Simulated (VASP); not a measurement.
# Ni3Ge (Pm-3m) in VASP: a series of runs

The runs below take Ni3Ge through single point, with r2SCAN.

Program: VASP 6.6.1. These are calculated values, not measurements. Logs are shortened: lines on timing, memory, paths and dates and some standing lists are left out, and cuts for length are marked.

### Step 1. The cell of the first run

The structure is cubic, space group Pm-3m (No. 221). The conventional cell has a = 3.530 Å, b = 3.530 Å, c = 3.530 Å, α = 90.00°, β = 90.00°, γ = 90.00°. Within 3.3 Å of Ni (site symmetry 4/mmm) lie 8 Ni at 2.50 Å and 4 Ge at 2.50 Å. Ge (site symmetry m-3m) has 12 Ni at 2.50 Å within 3.3 Å.

### Step 2. Single point, r2SCAN

Input file POSCAR:

```
Ni3Ge
1.0
    3.5303341067      0.0000000000      0.0000000000
    0.0000000000      3.5303341067      0.0000000000
    0.0000000000      0.0000000000      3.5303341067
Ni Ge
3 1
Direct
    0.5000000000      0.0000000000      0.5000000000
    0.0000000000      0.5000000000      0.5000000000
    0.5000000000      0.5000000000      0.0000000000
    0.0000000000      0.0000000000      0.0000000000
```

Input file INCAR.step1:

```
SYSTEM = Ni3Ge
PREC = Accurate
ENCUT = 520
ISMEAR = 0
SIGMA = 0.1
LREAL = .False.
LASPH = .True.
NELM = 100
NBANDS = 30
GGA = PE
ALGO = Normal
EDIFF = 1E-4
LWAVE = .True.
LCHARG = .False.
```

Input file INCAR.step2:

```
SYSTEM = Ni3Ge
PREC = Accurate
ENCUT = 520
EDIFF = 1E-7
ISMEAR = 0
SIGMA = 0.1
LREAL = .False.
LASPH = .True.
NELM = 100
ALGO = Normal
ISIF = 2
LWAVE = .False.
LCHARG = .False.
METAGGA = R2SCAN
LMIXTAU = .True.
NBANDS = 30
ISTART = 1
```

Input file KPOINTS:

```
Automatic mesh
0
Gamma
  4 4 4
  0 0 0
```

Potentials or basis: VASP PAW PBE potentials, release 64 (Ni, Ge_d).

Command:

```sh
$ cat potpaw_PBE.64/Ni/POTCAR potpaw_PBE.64/Ge_d/POTCAR > POTCAR
$ cp INCAR.step1 INCAR
$ mpirun -np 1 vasp_std > vasp.out
$ cp INCAR.step2 INCAR
$ mpirun -np 1 vasp_std > vasp.out
```

OUTCAR:

```text
SYSTEM = Ni3Ge
   PREC = Accurate
   ENCUT = 520
   EDIFF = 1E-7
   ISMEAR = 0
   LREAL = .False.
   LASPH = .True.
   NELM = 100
   ISIF = 2
   METAGGA = R2SCAN
   ISTART = 1

 ion  position               nearest neighbor table
   1  0.500  0.000  0.500-   2 2.50   3 2.50   4 2.50   3 2.50   4 2.50   2 2.50   3 2.50   3 2.50
                             2 2.50   4 2.50   4 2.50   2 2.50
   2  0.000  0.500  0.500-   1 2.50   3 2.50   4 2.50   3 2.50   4 2.50   1 2.50   4 2.50   4 2.50
                             1 2.50   3 2.50   3 2.50   1 2.50
   3  0.500  0.500  0.000-   1 2.50   2 2.50   4 2.50   1 2.50   2 2.50   1 2.50   4 2.50   1 2.50
                             2 2.50   4 2.50   2 2.50   4 2.50
   4  0.000  0.000  0.000-   1 2.50   2 2.50   3 2.50   1 2.50   2 2.50   2 2.50   3 2.50   2 2.50
                             1 2.50   3 2.50   1 2.50   3 2.50

  LATTYP: Found a simple cubic cell.
 ALAT       =     3.5303341067

  Lattice vectors:

 A1 = (   3.5303341067,   0.0000000000,   0.0000000000)
 A2 = (   0.0000000000,   3.5303341067,   0.0000000000)
 A3 = (   0.0000000000,   0.0000000000,   3.5303341067)

Analysis of symmetry for initial positions (statically):
=====================================================================
 Subroutine PRICEL returns:
 Original cell was already a primitive cell.

 Routine SETGRP: Setting up the symmetry group for a
 simple cubic supercell.

 Subroutine GETGRP returns: Found 48 space group operations
 (whereof 48 operations were pure point group operations)
 out of a pool of 48 trial point group operations.

The static configuration has the point symmetry O_h .

Analysis of symmetry for dynamics (positions and initial velocities):
=====================================================================
 Subroutine PRICEL returns:
 Original cell was already a primitive cell.

 Routine SETGRP: Setting up the symmetry group for a
 simple cubic supercell.

 Subroutine GETGRP returns: Found 48 space group operations
 (whereof 48 operations were pure point group operations)
 out of a pool of 48 trial point group operations.

The dynamic configuration has the point symmetry O_h .

 Subroutine INISYM returns: Found 48 space group operations
 (whereof 48 operations are pure point group operations),
 and found     1 'primitive' translations

----------------------------------------------------------------------------------------

                                     Primitive cell

  volume of cell :      43.9995

  direct lattice vectors                    reciprocal lattice vectors
     3.530334107  0.000000000  0.000000000     0.283259309  0.000000000  0.000000000
     0.000000000  3.530334107  0.000000000     0.000000000  0.283259309  0.000000000
     0.000000000  0.000000000  3.530334107     0.000000000  0.000000000  0.283259309

  length of vectors
     3.530334107  3.530334107  3.530334107     0.283259309  0.283259309  0.283259309

  position of ions in fractional coordinates (direct lattice)
     0.500000000  0.000000000  0.500000000
     0.000000000  0.500000000  0.500000000
     0.500000000  0.500000000  0.000000000
     0.000000000  0.000000000  0.000000000

  ion indices of the primitive-cell ions
   primitive index   ion index
                 1           1
                 2           2
                 3           3
                 4           4

----------------------------------------------------------------------------------------

 KPOINTS: Automatic mesh

Automatic generation of k-mesh.
 Grid dimensions read from file:
 generate k-points for:    4    4    4

 Generating k-lattice:

  Cartesian coordinates                     Fractional coordinates (reciprocal lattice)
     0.070814827  0.000000000  0.000000000     0.250000000  0.000000000  0.000000000
     0.000000000  0.070814827  0.000000000     0.000000000  0.250000000  0.000000000
     0.000000000  0.000000000  0.070814827     0.000000000  0.000000000  0.250000000

  Length of vectors
     0.070814827  0.070814827  0.070814827

[... 46 lines left out ...]
  ext. energy  EPLUGINS =         0.00000000
  ---------------------------------------------------
  free energy    TOTEN  =       -50.77340410 eV

  energy without entropy =      -50.76162007  energy(sigma->0) =      -50.76751208

 E-fermi :  10.2359     XC(G=0): -14.7527

 val. band max:       10.2117142455   @ k =   0.5000   0.0000   0.0000
 cond. band min:      10.3692299527   @ k =   0.5000   0.5000   0.2500
 fundamental gap:      0.1575157073
 Fermi energy:        10.2359314281

 k-point     1 :       0.0000    0.0000    0.0000
  band No.  band energies     occupation
      1     -15.2400      2.00000
      2     -15.2400      2.00000
      3     -15.2251      2.00000
      4     -15.2251      2.00000
      5     -15.2251      2.00000
      6      -2.8907      2.00000
[... 22 lines left out ...]
     29      21.3322      0.00000
     30      21.3323      0.00000

 k-point     2 :       0.2500    0.0000    0.0000
  band No.  band energies     occupation
      1     -15.2377      2.00000
      2     -15.2259      2.00000
      3     -15.2255      2.00000
      4     -15.2255      2.00000
      5     -15.2245      2.00000
      6      -2.1766      2.00000
[... 22 lines left out ...]
     29      19.1757      0.00000
     30      21.0731      0.00000

 k-point     3 :       0.5000    0.0000    0.0000
  band No.  band energies     occupation
      1     -15.2353      2.00000
      2     -15.2258      2.00000
      3     -15.2258      2.00000
      4     -15.2238      2.00000
      5     -15.2117      2.00000
      6      -0.9295      2.00000
[... 22 lines left out ...]
     29      18.0340      0.00000
     30      21.0666      0.00000

 k-point     4 :       0.2500    0.2500    0.0000
  band No.  band energies     occupation
      1     -15.2316      2.00000
      2     -15.2278      2.00000
      3     -15.2251      2.00000
      4     -15.2248      2.00000
      5     -15.2178      2.00000
      6      -1.5045      2.00000
[... 154 lines left out ...]
     29      21.6186      0.00000
     30      22.1452      0.00000

 k-point     9 :       0.5000    0.5000    0.2500
  band No.  band energies     occupation
      1     -15.2390      2.00000
      2     -15.2321      2.00000
      3     -15.2321      2.00000
      4     -15.2105      2.00000
      5     -15.1970      2.00000
      6       0.6537      2.00000
[... 22 lines left out ...]
     29      22.6995      0.00000
     30      26.4360      0.00000

 k-point    10 :       0.5000    0.5000    0.5000
  band No.  band energies     occupation
      1     -15.2390      2.00000
      2     -15.2390      2.00000
      3     -15.2390      2.00000
      4     -15.1980      2.00000
      5     -15.1980      2.00000
      6       0.8442      2.00000
[... 22 lines left out ...]
     29      28.5621      0.00000
     30      28.5621      0.00000

------------------------ aborting loop because EDIFF is reached ----------------------------------------

  FORCE on cell =-STRESS in cart. coord.  units (eV):
  Direction    XX          YY          ZZ          XY          YZ          ZX
  --------------------------------------------------------------------------------------
  -------------------------------------------------------------------------------------
  Total        0.2427546      0.2427546      0.2427546      0.0000000     -0.0000000      0.0000000
  in kB        8.8395596      8.8395596      8.8395596      0.0000000     -0.0000000      0.0000000
  external PRESSURE =       8.8395596 kB  Pullay stress =       0.0000000 kB

 VOLUME and BASIS-vectors are now :
 -----------------------------------------------------------------------------
  energy-cutoff  :      520.00
  volume of cell :       44.00
      direct lattice vectors                 reciprocal lattice vectors
     3.530334107  0.000000000  0.000000000     0.283259309  0.000000000  0.000000000
     0.000000000  3.530334107  0.000000000     0.000000000  0.283259309  0.000000000
     0.000000000  0.000000000  3.530334107     0.000000000  0.000000000  0.283259309

 POSITION                                       TOTAL-FORCE (eV/Angst)
 -----------------------------------------------------------------------------------
      1.76517      0.00000      1.76517         0.000000      0.000000      0.000000
      0.00000      1.76517      1.76517         0.000000      0.000000      0.000000
      1.76517      1.76517      0.00000         0.000000      0.000000      0.000000
      0.00000      0.00000      0.00000         0.000000      0.000000      0.000000
 -----------------------------------------------------------------------------------
    total drift:                                0.000000      0.000000      0.000000

  FREE ENERGIE OF THE ION-ELECTRON SYSTEM (eV)
  ---------------------------------------------------
  free  energy   TOTEN  =       -50.7734040979 eV

  energy  without entropy=      -50.7616200676  energy(sigma->0) =      -50.76751208
```

Wall time 46 s (1 thread of Intel Xeon Platinum 8488C (Sapphire Rapids), shared host); peak memory 0.17 GiB.

Results:

| Item | Value |
| --- | --- |
| Free energy | -50.7734 eV |
| Pressure | 0.9 GPa |
| Band gap on the k mesh | zero (band 22 reaches 10.21 eV, above the bottom of band 23 at 9.95 eV) |

Caveat: the k points lie up to 0.44 Å⁻¹ apart; the PAW data sets were made with another functional, which shifts forces and pressure a little.

### Step 3. Single point, r2SCAN

POSCAR is that of step 2.

Input file INCAR.step1:

```
SYSTEM = Ni3Ge
ALGO = Normal ; EDIFF = 1E-4
ENCUT = 520 ; GGA = PE
ISMEAR = 0 ; LASPH = .TRUE.
LCHARG = .FALSE. ; LREAL = .FALSE.
LWAVE = .TRUE. ; NBANDS = 30
NELM = 80 ; PREC = Accurate
SIGMA = 0.1
```

Input file INCAR.step2:

```
SYSTEM = Ni3Ge
ALGO = Normal ; EDIFF = 1E-6
ENCUT = 520 ; ISIF = 2
ISMEAR = 0 ; ISTART = 1
LASPH = .TRUE. ; LCHARG = .FALSE.
LMIXTAU = .TRUE. ; LREAL = .FALSE.
LWAVE = .FALSE. ; METAGGA = R2SCAN
NBANDS = 30 ; NELM = 80
PREC = Accurate ; SIGMA = 0.1
```

Input file KPOINTS:

```
k-points
0
G
  6 6 6
  0 0 0
```

Potentials or basis: VASP PAW PBE potentials, release 64 (Ni, Ge_d).

Command:

```sh
$ cat potpaw_PBE.64/Ni/POTCAR potpaw_PBE.64/Ge_d/POTCAR > POTCAR
$ cp INCAR.step1 INCAR
$ mpirun -np 1 vasp_std > vasp.out
$ cp INCAR.step2 INCAR
$ mpirun -np 1 vasp_std > vasp.out
```

Wall time 76 s (1 thread of Intel Xeon Platinum 8488C (Sapphire Rapids), shared host); peak memory 0.18 GiB.

The run converged. Its results:

- Free energy: -50.7508 eV
- Pressure: 0.8 GPa
- Band gap on the k mesh: zero (band 22 reaches 10.22 eV, above the bottom of band 23 at 9.96 eV)

Levels at points of the mesh, in eV from the Fermi level:
```
           k point  band 19  band 20  band 21  band 22  band 23  band 24  band 25  band 26
(0.00, 0.00, 0.00)    -0.71    -0.71    -0.37     0.03     0.03     0.03     4.29     7.16
(0.50, 0.00, 0.00)    -1.33    -1.23    -0.65     0.03     3.74     3.74     5.17     6.02
(0.50, 0.50, 0.00)    -1.30    -1.17    -0.99    -0.94     0.62     0.62     5.90     6.92
(0.50, 0.50, 0.50)    -1.23    -1.23    -0.56    -0.23    -0.23    -0.23     0.77     4.44
```

Caveat: the PAW data sets were made with another functional, which shifts forces and pressure a little. Spin polarisation is off, so any magnetic state and its effect on volume and gap are missing.

### Step 4. Single point, r2SCAN

POSCAR is that of step 3.

Input file INCAR.step1:

```
SYSTEM = Ni3Ge
PREC     = Accurate       ! precision mode
ENCUT    = 520            ! plane-wave cutoff, eV
ISMEAR   = 0              ! smearing method
SIGMA    = 0.01           ! smearing width, eV
LREAL    = .FALSE.        ! projectors in reciprocal space
LASPH    = .TRUE.         ! aspherical terms in the spheres
NELM     = 80             ! most SCF steps
NBANDS   = 30             ! bands
GGA      = PE             ! functional
ALGO     = Normal         ! electronic algorithm
EDIFF    = 1E-4           ! SCF threshold, eV
LWAVE    = .TRUE.         ! write WAVECAR
LCHARG   = .FALSE.        ! write CHGCAR
```

Input file INCAR.step2:

```
SYSTEM = Ni3Ge
PREC     = Accurate       ! precision mode
ENCUT    = 520            ! plane-wave cutoff, eV
EDIFF    = 1E-6           ! SCF threshold, eV
ISMEAR   = 0              ! smearing method
SIGMA    = 0.01           ! smearing width, eV
LREAL    = .FALSE.        ! projectors in reciprocal space
LASPH    = .TRUE.         ! aspherical terms in the spheres
NELM     = 80             ! most SCF steps
ALGO     = Normal         ! electronic algorithm
ISIF     = 2              ! what is computed and relaxed
LWAVE    = .FALSE.        ! write WAVECAR
LCHARG   = .FALSE.        ! write CHGCAR
METAGGA  = R2SCAN         ! meta-GGA
LMIXTAU  = .TRUE.       
NBANDS   = 30             ! bands
ISTART   = 1
```

Input file KPOINTS:

```
regular mesh
0
G
  6 6 6
  0 0 0
```

Command:

```sh
$ cat potpaw_PBE.64/Ni/POTCAR potpaw_PBE.64/Ge_d/POTCAR > POTCAR
$ cp INCAR.step1 INCAR
$ mpirun -np 1 vasp_std > vasp.out
$ cp INCAR.step2 INCAR
$ mpirun -np 1 vasp_std > vasp.out
```

It took 75 s on 1 thread of Intel Xeon Platinum 8488C (Sapphire Rapids), shared host; peak memory 0.18 GiB.

The run converged. Its results:

| Item | Value |
| --- | --- |
| Free energy | -50.7465 eV |
| Pressure | 0.8 GPa |
| Band gap on the k mesh | zero (band 22 reaches 10.22 eV, above the bottom of band 23 at 9.96 eV) |

Levels at points of the mesh, in eV from the Fermi level:
| k point | band 18 | band 19 | band 20 | band 21 | band 22 | band 23 | band 24 | band 25 | band 26 | band 27 |
| --- | --- | --- | --- | --- | --- | --- | --- | --- | --- | --- |
| (0.00, 0.00, 0.00) | -1.07 | -0.73 | -0.73 | -0.39 | 0.01 | 0.01 | 0.01 | 4.26 | 7.14 | 7.14 |
| (0.50, 0.00, 0.00) | -1.35 | -1.35 | -1.25 | -0.68 | 0.01 | 3.72 | 3.72 | 5.15 | 6.00 | 6.00 |
| (0.50, 0.50, 0.00) | -1.55 | -1.33 | -1.18 | -1.00 | -0.97 | 0.59 | 0.59 | 5.88 | 6.90 | 8.99 |
| (0.50, 0.50, 0.50) | -1.49 | -1.24 | -1.24 | -0.59 | -0.25 | -0.25 | -0.25 | 0.75 | 4.41 | 4.41 |

Caveat: the PAW data sets were made with another functional, which shifts forces and pressure a little. Spin polarisation is off, so any magnetic state and its effect on volume and gap are missing.

### Step 5. Single point, r2SCAN

POSCAR is that of step 4.

Input file INCAR.step1:

```
SYSTEM = Ni3Ge
  ALGO = Normal
  EDIFF = 1E-4
  ENCUT = 520
  GGA = PE
  ISMEAR = 0
  LASPH = .True.
  LCHARG = .False.
  LREAL = .False.
  LWAVE = .True.
  NBANDS = 30
  NELM = 100
  PREC = Accurate
  SIGMA = 0.05
```

Input file INCAR.step2:

```
SYSTEM = Ni3Ge
  ALGO = Normal
  EDIFF = 1E-6
  ENCUT = 520
  ISIF = 2
  ISMEAR = 0
  ISTART = 1
  LASPH = .True.
  LCHARG = .False.
  LMIXTAU = .True.
  LREAL = .False.
  LWAVE = .False.
  METAGGA = R2SCAN
  NBANDS = 30
  NELM = 100
  PREC = Accurate
  SIGMA = 0.05
```

Input file KPOINTS:

```
k-points
0
Gamma
  6 6 6
  0 0 0
```

Command:

```sh
$ cat potpaw_PBE.64/Ni/POTCAR potpaw_PBE.64/Ge_d/POTCAR > POTCAR
$ cp INCAR.step1 INCAR
$ mpirun -np 1 vasp_std > vasp.out
$ cp INCAR.step2 INCAR
$ mpirun -np 1 vasp_std > vasp.out
```

Wall time 75 s (1 thread of Intel Xeon Platinum 8488C (Sapphire Rapids), shared host); peak memory 0.17 GiB.

It converged, with:

```yaml
Free_energy: -50.7476 eV
Pressure: 0.8 GPa
Band_gap_on_the_k_mesh: zero (band 22 reaches 10.22 eV, above the bottom of band 23 at 9.96 eV)
```

Levels at points of the mesh, in eV from the Fermi level:
```
           k point  band 19  band 20  band 21  band 22  band 23  band 24  band 25  band 26
(0.00, 0.00, 0.00)    -0.71    -0.71    -0.36     0.03     0.03     0.03     4.29     7.16
(0.50, 0.00, 0.00)    -1.33    -1.22    -0.65     0.03     3.74     3.74     5.17     6.02
(0.50, 0.50, 0.00)    -1.30    -1.16    -0.98    -0.94     0.62     0.62     5.90     6.92
(0.50, 0.50, 0.50)    -1.22    -1.22    -0.56    -0.23    -0.23    -0.23     0.78     4.44
```

Caveat: the PAW data sets were made with another functional, which shifts forces and pressure a little. Spin polarisation is off, so any magnetic state and its effect on volume and gap are missing.

### Step 6. Single point, r2SCAN

POSCAR is that of step 5.

Input file INCAR.step1:

```
SYSTEM = Ni3Ge
ALGO     = Normal         ! electronic algorithm
EDIFF    = 1E-4           ! SCF threshold, eV
ENCUT    = 520            ! plane-wave cutoff, eV
GGA      = PE             ! functional
ISMEAR   = 0              ! smearing method
LASPH    = .TRUE.         ! aspherical terms in the spheres
LCHARG   = .FALSE.        ! write CHGCAR
LREAL    = .FALSE.        ! projectors in reciprocal space
LWAVE    = .TRUE.         ! write WAVECAR
NBANDS   = 30             ! bands
NELM     = 80             ! most SCF steps
PREC     = Accurate       ! precision mode
SIGMA    = 0.2            ! smearing width, eV
```

Input file INCAR.step2:

```
SYSTEM = Ni3Ge
ALGO     = Normal         ! electronic algorithm
EDIFF    = 1E-6           ! SCF threshold, eV
ENCUT    = 520            ! plane-wave cutoff, eV
ISIF     = 2              ! what is computed and relaxed
ISMEAR   = 0              ! smearing method
ISTART   = 1            
LASPH    = .TRUE.         ! aspherical terms in the spheres
LCHARG   = .TRUE.         ! write CHGCAR
LELF     = .TRUE.         ! ELF
LMIXTAU  = .TRUE.       
LREAL    = .FALSE.        ! projectors in reciprocal space
LVHAR    = .TRUE.       
LWAVE    = .FALSE.        ! write WAVECAR
METAGGA  = R2SCAN         ! meta-GGA
NBANDS   = 30             ! bands
NELM     = 80             ! most SCF steps
PREC     = Accurate       ! precision mode
SIGMA    = 0.2            ! smearing width, eV
```

Input file KPOINTS:

```
k-points
0
G
  6 6 6
  0 0 0
```

Potentials or basis: VASP PAW PBE potentials, release 64 (Ni, Ge_d).

Command:

```sh
$ cat potpaw_PBE.64/Ni/POTCAR potpaw_PBE.64/Ge_d/POTCAR > POTCAR
$ cp INCAR.step1 INCAR
$ mpirun -np 1 vasp_std > vasp.out
$ cp INCAR.step2 INCAR
$ mpirun -np 1 vasp_std > vasp.out
```

Run time: 83 s. Hardware: 1 thread of Intel Xeon Platinum 8488C (Sapphire Rapids), shared host; peak memory 0.17 GiB.

The run converged. Its results:

```
Free energy            : -50.7634 eV
Pressure               : 0.9 GPa
Band gap on the k mesh : zero (band 22 reaches 10.22 eV, above the bottom of band 23 at 9.96 eV)
```

Levels at points of the mesh, in eV from the Fermi level:
```tsv
k point	band 20	band 21	band 22	band 23	band 24	band 25
(0.00, 0.00, 0.00)	-0.74	-0.40	-0.01	-0.01	-0.01	4.25
(0.50, 0.00, 0.00)	-1.26	-0.69	0.00	3.70	3.70	5.14
(0.50, 0.50, 0.00)	-1.20	-1.02	-0.98	0.58	0.58	5.86
(0.50, 0.50, 0.50)	-1.26	-0.60	-0.27	-0.27	-0.27	0.74
```

Caveat: the PAW data sets were made with another functional, which shifts forces and pressure a little. Spin polarisation is off, so any magnetic state and its effect on volume and gap are missing.

### Step 7. The runs side by side

```csv
k mesh,smearing,gap on the mesh (eV),pressure (GPa)
4 × 4 × 4,gaussian 0.1 eV,none,0.9
6 × 6 × 6,gaussian 0.1 eV,none,0.8
6 × 6 × 6,gaussian 0.01 eV,none,0.8
6 × 6 × 6,gaussian 0.05 eV,none,0.8
6 × 6 × 6,gaussian 0.2 eV,none,0.9
```

Alike in all rows: task single point; level r2SCAN; potentials or basis VASP PAW PBE potentials, release 64 (Ni, Ge_d); no spin polarisation; cell as given; cutoff (eV) 520.

Caveats: some runs use coarse meshes; the PAW data sets were made with another functional, which shifts forces and pressure a little.

Absolute energies hang on the potentials; compare differences alone.
